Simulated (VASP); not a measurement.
Runs of VASP 6.6.1 on GaAs. The structure is that of space group Pm-3n (No. 223), or close to it. The cells are those of the table. The cell was built from a structure type or drawn by symmetry, and may not be a known phase.

```tsv
task	cell	k mesh	cutoff (eV)	gap on the mesh (eV)	pressure (GPa)	relaxed volume (Å³/atom)
single point	a = 6.743 Å, 12 atoms	4 × 4 × 4	520	0.65	9.9	-
relaxation of cell and atoms	relaxed from a = 7.085 Å, 12 atoms	6 × 6 × 6	600	none	0.0	(a)
relaxation of cell and atoms	relaxed from a = 6.743 Å, 12 atoms	4 × 4 × 4	600	-	0.1	(b)
single point	a = 7.085 Å, 12 atoms	4 × 4 × 4	520	-	0.2	-
```

Alike in all rows: level PBE; potentials or basis VASP PAW PBE potentials, release 64 (Ga_d, As); no spin polarisation; smearing gaussian 0.1 eV.

**Question.** Fill in the values left out.

**Answer.** (a) 29.76; (b) 29.70.

Caveats: the cell stands under pressure (at least some runs); semilocal functionals underestimate gaps, so a narrow gap can read as zero (at least some runs); the volume moved by over 15 % at a fixed basis, so the end points are rough (at least some runs).

A k mesh can miss the band edges, and the runs leave out spin-orbit coupling on As, Ga.

A gap of «none» marks levels without a gap at the run's occupations.
